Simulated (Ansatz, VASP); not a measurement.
# Sb in VASP and in Ansatz

Contents of INCAR:

```
PREC     = Accurate       # precision mode
ENCUT    = 520            # plane-wave cutoff, eV
EDIFF    = 1E-7           # SCF threshold, eV
ISMEAR   = -1             # smearing method
SIGMA    = 0.05           # smearing width, eV
LREAL    = F              # projectors in reciprocal space
LASPH    = T              # aspherical terms in the spheres
NELM     = 100            # most SCF steps
ALGO     = Normal         # electronic algorithm
ISIF     = 2              # what is computed and relaxed
LWAVE    = F              # write WAVECAR
LCHARG   = F              # write CHGCAR
LDIPOL   = T            
IDIPOL   = 3            
DIPOL    = 0.5 0.5 0.500
GGA      = PE             # functional
NBANDS   = 18             # bands
```

File KPOINTS:

```
regular mesh
0
Gamma
  10 10 1
```

File POSCAR:

```
Sb
1.0
    3.3880510193      0.0000000000      0.0000000000
    0.0000000000      3.3880510193      0.0000000000
    0.0000000000      0.0000000000     28.6217000000
Sb
4
Direct
    0.2500000000      0.2500000000      0.3843245202
    0.7500000000      0.7500000000      0.4529482077
    0.2500000000      0.2500000000      0.5470517684
    0.7500000000      0.7500000000      0.6156754798
```

Input for Ansatz:

```yaml
crystal:
  lattice:
    - [3.3880510193, 0.0, 0.0]
    - [0.0, 3.3880510193, 0.0]
    - [0.0, 0.0, 28.6217]
  atoms:
    - { symbol: Sb, position: [0.25, 0.25, 0.3843245202] }
    - { symbol: Sb, position: [0.75, 0.75, 0.4529482077] }
    - { symbol: Sb, position: [0.25, 0.25, 0.5470517684] }
    - { symbol: Sb, position: [0.75, 0.75, 0.6156754798] }
kpoints:
  mp_grid: { grid: [10, 10, 1] }
scf:
  occupations: { method: fermi_dirac, width: 0.05 }
hamiltonian:
  xc: pbe
  pseudopotentials: { kind: all_electron, lapw: { basis_error: 0.001 } }
output:
  forces: true
  stress: true
  eigenvalues: true
efield:
  axis: 3
  amplitude: 0
  dipole_correction: true
```

Alike in both runs: task single point; functional PBE; k mesh 10 × 10 × 1; occupations fermi-dirac, width 0.05 eV; no spin polarisation.

|  | VASP | Ansatz |
| --- | --- | --- |
| version | VASP 6.6.1 | Ansatz 0.2.0 |
| potentials or method | VASP PAW PBE potentials, release 64 (Sb), cutoff 520 eV | all-electron LAPW, scalar-relativistic |

Ansatz gave:

```
rms of the force components (eV/Å) : 0.001
```

**Question.** What did VASP give for the same quantities?

**Answer.** rms of the force components (eV/Å): 0.004.

Atom by atom the forces differ by 0.005 eV/Å (rms over components). Ansatz ran all-electron here, and VASP with PAW potentials.

Spin-orbit coupling is off throughout.
